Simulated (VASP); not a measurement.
# Zn (P6_3/mmc) in VASP: single point with LDA

Aim: the single point of Zn with LDA.

All numbers are computed with VASP 6.6.1; they aren't measurements. Logs are shortened: lines on timing, memory, paths and dates and some standing lists are left out, and cuts for length are marked.

## Step 1: The cell of the first run

Symmetry: P6_3/mmc, No. 194, hexagonal system. The conventional cell has a = 2.665 Å, b = 2.665 Å, c = 4.947 Å, α = 90.00°, β = 90.00°, γ = 120.00°. Zn (site symmetry -6m2) has 12 Zn at 2.66 to 2.91 Å within 3.5 Å.

## Step 2: Single point, LDA

Input file INCAR:

```
PREC     = Accurate       # precision mode
ENCUT    = 520            # plane-wave cutoff, eV
EDIFF    = 1E-6           # SCF threshold, eV
ISMEAR   = 0              # smearing method
SIGMA    = 0.1            # smearing width, eV
LREAL    = F              # projectors in reciprocal space
LASPH    = T              # aspherical terms in the spheres
NELM     = 60             # most SCF steps
ALGO     = Normal         # electronic algorithm
ISIF     = 2              # what is computed and relaxed
LWAVE    = F              # write WAVECAR
LCHARG   = T              # write CHGCAR
LELF     = T              # ELF
LVHAR    = T            
NBANDS   = 19             # bands
```

Input file KPOINTS:

```
regular mesh
0
Gamma
  9 9 4
```

Input file POSCAR:

```
Zn
1.0
    2.6647980532      0.0000000000      0.0000000000
   -1.3323990266      2.3077828100      0.0000000000
    0.0000000000      0.0000000000      4.9467000000
Zn
2
Direct
    0.3333333333      0.6666666667      0.2500000000
    0.6666666667      0.3333333333      0.7500000000
```

Potentials or basis: VASP PAW LDA potentials, release 64 (Zn).

Command:

```sh
cat potpaw_LDA.64/Zn/POTCAR > POTCAR
mpirun -np 1 vasp_std > vasp.out
```

OUTCAR:

```text
PREC = Accurate
   ENCUT = 520
   EDIFF = 1E-6
   ISMEAR = 0
   LREAL = F
   LASPH = T
   NELM = 60
   ISIF = 2

 ion  position               nearest neighbor table
   1  0.333  0.667  0.250-   2 2.91   2 2.91   2 2.91   2 2.91   2 2.91   2 2.91
   2  0.667  0.333  0.750-   1 2.91   1 2.91   1 2.91   1 2.91   1 2.91   1 2.91

  LATTYP: Found a hexagonal cell.
 ALAT       =     2.6647980532
 C/A-ratio  =     1.8563132745

  Lattice vectors:

 A1 = (   2.6647980532,   0.0000000000,   0.0000000000)
 A2 = (  -1.3323990266,   2.3077828100,   0.0000000000)
 A3 = (   0.0000000000,   0.0000000000,   4.9467000000)

Analysis of symmetry for initial positions (statically):
=====================================================================
 Subroutine PRICEL returns:
 Original cell was already a primitive cell.

 Routine SETGRP: Setting up the symmetry group for a
 hexagonal supercell.

 Subroutine GETGRP returns: Found 24 space group operations
 (whereof 12 operations were pure point group operations)
 out of a pool of 24 trial point group operations.

The static configuration has the point symmetry D_3d.
 The point group associated with its full space group is D_6h.

Analysis of symmetry for dynamics (positions and initial velocities):
=====================================================================
 Subroutine PRICEL returns:
 Original cell was already a primitive cell.

 Routine SETGRP: Setting up the symmetry group for a
 hexagonal supercell.

 Subroutine GETGRP returns: Found 24 space group operations
 (whereof 12 operations were pure point group operations)
 out of a pool of 24 trial point group operations.

The dynamic configuration has the point symmetry D_3d.
 The point group associated with its full space group is D_6h.

 Subroutine INISYM returns: Found 24 space group operations
 (whereof 12 operations are pure point group operations),
 and found     1 'primitive' translations

----------------------------------------------------------------------------------------

                                     Primitive cell

  volume of cell :      30.4211

  direct lattice vectors                    reciprocal lattice vectors
     2.664798053  0.000000000  0.000000000     0.375262958  0.216658170  0.000000000
    -1.332399027  2.307782810  0.000000000     0.000000000  0.433316340  0.000000000
     0.000000000  0.000000000  4.946700000     0.000000000  0.000000000  0.202154972

  length of vectors
     2.664798053  2.664798053  4.946700000     0.433316340  0.433316340  0.202154972

  position of ions in fractional coordinates (direct lattice)
     0.333333333  0.666666667  0.250000000
     0.666666667  0.333333333  0.750000000

  ion indices of the primitive-cell ions
   primitive index   ion index
                 1           1
                 2           2

----------------------------------------------------------------------------------------

 KPOINTS: regular mesh

Automatic generation of k-mesh.
 Grid dimensions read from file:
 generate k-points for:    9    9    4

 Generating k-lattice:

  Cartesian coordinates                     Fractional coordinates (reciprocal lattice)
     0.041695884  0.024073130  0.000000000     0.111111111  0.000000000  0.000000000
     0.000000000  0.048146260  0.000000000     0.000000000  0.111111111  0.000000000
     0.000000000  0.000000000  0.050538743     0.000000000  0.000000000  0.250000000

  Length of vectors
     0.048146260  0.048146260  0.050538743

  Shift w.r.t. Gamma in fractional coordinates (k-lattice)
     0.000000000  0.000000000  0.000000000

 Subroutine IBZKPT returns following result:
 ===========================================

 Found     36 irreducible k-points:

 Following reciprocal coordinates:
            Coordinates               Weight
  0.000000  0.000000  0.000000      1.000000
  0.111111 -0.000000  0.000000      6.000000
  0.222222 -0.000000  0.000000      6.000000
  0.333333 -0.000000  0.000000      6.000000
  0.444444 -0.000000  0.000000      6.000000
  0.111111  0.111111  0.000000      6.000000
[... 16 lines left out ...]
  0.333333  0.222222  0.250000     24.000000
  0.333333  0.333333  0.250000      4.000000
 [... further k-points ...]
   k-points           NKPTS =     36   k-points in BZ     NKDIM =     36   number of bands    NBANDS=     19
   number of dos      NEDOS =    301   number of ions     NIONS =      2
   total plane-waves  NPLWV =  16000
   dimension x,y,z NGX =    20 NGY =   20 NGZ =   40
   dimension x,y,z NGXF=    40 NGYF=   40 NGZF=   80
   ions per type =               2
   NGX,Y,Z   is equivalent  to a cutoff of  12.48, 12.48, 13.44 a.u.
   NGXF,Y,Z  is equivalent  to a cutoff of  24.95, 24.95, 26.89 a.u.
 SYSTEM =  unknown system
   PREC   = accura    normal or accurate (medium, high low for compatibility)
   ISTART =      0    job   : 0-new  1-cont  2-samecut
   ICHARG =      2    charge: 1-file 2-atom 10-const
   ISPIN  =      1    spin polarized calculation?
   LNONCOLLINEAR =      F non collinear calculations
   LSORBIT =      F    spin-orbit coupling
   LASPH  =      T    aspherical Exc in radial PAW
   ENCUT  =  520.0 eV  38.22 Ry    6.18 a.u.   4.95  4.95  9.20*2*pi/ulx,y,z
   NELM   =     60;   NELMIN=  2; NELMDL= -5     # of ELM steps
   EDIFF  = 0.1E-05   stopping-criterion for ELM
   LREAL  =      F    real-space projection
   EDIFFG = 0.1E-04   stopping-criterion for IOM
   NSW    =      0    number of steps for IOM
   IBRION =     -1    ionic relax: 0-MD 1-quasi-New 2-CG
   NFREE  =      0    steps in history (QN), initial steepest desc. (CG)
   ISIF   =      2    stress and relaxation
   ISYM   =      2    0-nonsym 1-usesym 2-fastsym
   POTIM  = 0.5000    time-step for ionic-motion
   TEBEG  =    0.0;   TEEND  =   0.0 temperature during run
   PSTRESS=    0.0 pullay stress
   NELECT =      24.0000    total number of electrons
   NUPDOWN=      -1.0000    fix difference up-down
   EMIN   =  10.00;   EMAX   =-10.00  energy-range for DOS
   EFERMI =   0.00;   METHOD = LEGACY
   ISMEAR =     0;   SIGMA  =   0.10  broadening in eV -4-tet -1-fermi 0-gaus
   EFERMI_NEDOS =   21; number of points for ismear=-14 and -15
   IALGO  =     38    algorithm
   IMIX   =      4    mixing-type and parameters
     AMIX     =   0.40;   BMIX     =  1.00
     AMIX_MAG =   1.60;   BMIX_MAG =  1.00
  volume/ion in A,a.u.               =      15.21       102.65
  Fermi-wavevector in a.u.,A,eV,Ry     =   1.512703  2.858594 31.133805  2.288270
  Thomas-Fermi vector in A             =   2.622592
   LORBIT       =      0    0 simple, 1 ext, 2 COOP (PROOUT), +10 PAW based schemes
   GGA     = CA    functional components
   LHFCALC =     F    Hartree Fock is set to
   AEXX    =    0.0000 exact exchange contribution
   IVDW    =     0    specifies the selected vdW correction
   LEPSILON=     F    determine dielectric tensor
   LRPA    =     F    only Hartree local field effects (RPA)
 non-spin polarized calculation
 Gauss-broadening in eV      SIGMA  =   0.10
  energy-cutoff  :      520.00
  volume of cell :       30.42
 maximum number of plane-waves:       855
 NGX is ok and might be reduce to    20
   NGX =  9   NGY =  9   NGZ = 19

 number of electron      24.0000012 magnetization

 Free energy of the ion-electron system (eV)
  ---------------------------------------------------
  ext. energy  EPLUGINS =         0.00000000
  ---------------------------------------------------
  free energy    TOTEN  =        -3.61596978 eV

  energy without entropy =       -3.60619435  energy(sigma->0) =       -3.61108206

 E-fermi :   3.1150     XC(G=0): -11.8859

 val. band max:        3.0842353428   @ k =   0.2222   0.2222   0.0000
 cond. band min:       3.1262613146   @ k =   0.4444   0.1111   0.5000
 fundamental gap:      0.0420259718
 Fermi energy:         3.1150359463

 k-point     1 :       0.0000    0.0000    0.0000
  band No.  band energies     occupation
      1      -7.5268      2.00000
      2      -5.7977      2.00000
      3      -5.1121      2.00000
      4      -4.8827      2.00000
      5      -4.8827      2.00000
      6      -4.8330      2.00000
[... 11 lines left out ...]
     18      21.8658      0.00000
     19      21.8658      0.00000

 k-point     2 :       0.1111   -0.0000    0.0000
  band No.  band energies     occupation
      1      -7.1636      2.00000
      2      -5.6492      2.00000
      3      -5.0811      2.00000
      4      -4.9118      2.00000
      5      -4.8630      2.00000
      6      -4.7982      2.00000
[... 11 lines left out ...]
     18      20.5527      0.00000
     19      21.8974      0.00000

 k-point     3 :       0.2222   -0.0000    0.0000
  band No.  band energies     occupation
      1      -6.1800      2.00000
      2      -5.4152      2.00000
      3      -5.0229      2.00000
      4      -4.9447      2.00000
      5      -4.9085      2.00000
      6      -4.7254      2.00000
[... 11 lines left out ...]
     18      18.5980      0.00000
     19      18.8955      0.00000

 k-point     4 :       0.3333   -0.0000    0.0000
  band No.  band energies     occupation
      1      -5.5556      2.00000
      2      -5.4573      2.00000
      3      -5.1968      2.00000
      4      -4.8640      2.00000
      5      -4.7825      2.00000
      6      -4.6825      2.00000
[... 11 lines left out ...]
     18      17.6989      0.00000
     19      19.2072      0.00000

 k-point     5 :       0.4444   -0.0000    0.0000
  band No.  band energies     occupation
      1      -5.6001      2.00000
      2      -5.5126      2.00000
      3      -5.3452      2.00000
      4      -4.8746      2.00000
      5      -4.7407      2.00000
      6      -4.7290      2.00000
[... 11 lines left out ...]
     18      17.2551      0.00000
     19      18.2672      0.00000

 k-point     6 :       0.1111    0.1111    0.0000
  band No.  band energies     occupation
      1      -6.4735      2.00000
      2      -5.4238      2.00000
      3      -5.0827      2.00000
      4      -4.9291      2.00000
      5      -4.9035      2.00000
      6      -4.7920      2.00000
[... 11 lines left out ...]
     18      19.0593      0.00000
     19      20.3248      0.00000

 k-point     7 :       0.2222    0.1111    0.0000
  band No.  band energies     occupation
      1      -5.5039      2.00000
      2      -5.3183      2.00000
      3      -5.0799      2.00000
      4      -4.9880      2.00000
      5      -4.9250      2.00000
      6      -4.7868      2.00000
[... 11 lines left out ...]
     18      17.1771      0.00000
     19      18.3777      0.00000

 k-point     8 :       0.3333    0.1111    0.0000
  band No.  band energies     occupation
      1      -5.4611      2.00000
      2      -5.3750      2.00000
      3      -5.2708      2.00000
      4      -4.8594      2.00000
      5      -4.7844      2.00000
      6      -4.7228      2.00000
[... 256 lines left out ...]
 k-point    20 :       0.3333    0.1111    0.2500
  band No.  band energies     occupation
      1      -5.4621      2.00000
      2      -5.4195      2.00000
      3      -5.1976      2.00000
      4      -5.0943      2.00000
      5      -4.7556      2.00000
      6      -4.6130      2.00000
[... 11 lines left out ...]
     18      14.2440      0.00000
     19      17.6867      0.00000

 k-point    21 :       0.4444    0.1111    0.2500
  band No.  band energies     occupation
      1      -5.5022      2.00000
      2      -5.4874      2.00000
      3      -5.2446      2.00000
      4      -5.0970      2.00000
      5      -4.7728      2.00000
      6      -4.5450      2.00000
[... 11 lines left out ...]
     18      13.7866      0.00000
     19      18.9921      0.00000

 k-point    22 :       0.2222    0.2222    0.2500
  band No.  band energies     occupation
      1      -5.2623      2.00000
      2      -5.1762      2.00000
      3      -5.1542      2.00000
      4      -5.0462      2.00000
      5      -4.8885      2.00000
      6      -4.7612      2.00000
[... 11 lines left out ...]
     18      15.0274      0.00000
     19      17.3364      0.00000

 k-point    23 :       0.3333    0.2222    0.2500
  band No.  band energies     occupation
      1      -5.3057      2.00000
      2      -5.2229      2.00000
      3      -5.0872      2.00000
      4      -5.0437      2.00000
      5      -4.9173      2.00000
      6      -4.6566      2.00000
[... 11 lines left out ...]
     18      12.9822      0.00000
     19      16.1188      0.00000

 k-point    24 :       0.3333    0.3333    0.2500
  band No.  band energies     occupation
      1      -5.1599      2.00000
      2      -5.0958      2.00000
      3      -5.0958      2.00000
      4      -4.9583      2.00000
      5      -4.8611      2.00000
      6      -4.8611      2.00000
[... 11 lines left out ...]
     18      12.2362      0.00000
     19      13.7812      0.00000

 [... further k-points ...]

------------------------ aborting loop because EDIFF is reached ----------------------------------------

  FORCE on cell =-STRESS in cart. coord.  units (eV):
  Direction    XX          YY          ZZ          XY          YZ          ZX
  --------------------------------------------------------------------------------------
  -------------------------------------------------------------------------------------
  Total       -1.6340644     -1.6340644     -1.4254510      0.0000000      0.0000000      0.0000000
  in kB      -86.0607111    -86.0607111    -75.0737405      0.0000000      0.0000000      0.0000000
  external PRESSURE =     -82.3983876 kB  Pullay stress =       0.0000000 kB

 VOLUME and BASIS-vectors are now :
 -----------------------------------------------------------------------------
  energy-cutoff  :      520.00
  volume of cell :       30.42
      direct lattice vectors                 reciprocal lattice vectors
     2.664798053  0.000000000  0.000000000     0.375262958  0.216658170  0.000000000
    -1.332399027  2.307782810  0.000000000     0.000000000  0.433316340  0.000000000
     0.000000000  0.000000000  4.946700000     0.000000000  0.000000000  0.202154972

 POSITION                                       TOTAL-FORCE (eV/Angst)
 -----------------------------------------------------------------------------------
     -0.00000      1.53852      1.23667         0.000000      0.000000      0.000000
      1.33240      0.76926      3.71002        -0.000000      0.000000      0.000000
 -----------------------------------------------------------------------------------
    total drift:                               -0.000000      0.000000      0.000000

  FREE ENERGIE OF THE ION-ELECTRON SYSTEM (eV)
  ---------------------------------------------------
  free  energy   TOTEN  =        -3.6159697804 eV

  energy  without entropy=       -3.6061943486  energy(sigma->0) =       -3.61108206
```

Run time: 12 s. Hardware: 1 thread of Intel Xeon 6975P-C (Granite Rapids), shared host; peak memory 0.13 GiB.

What came out:

```yaml
Free_energy: -3.6160 eV
Pressure: -8.2 GPa
Band_gap_on_the_k_mesh: zero (band 12 reaches 3.83 eV, above the bottom of band 13 at -0.22 eV)
```
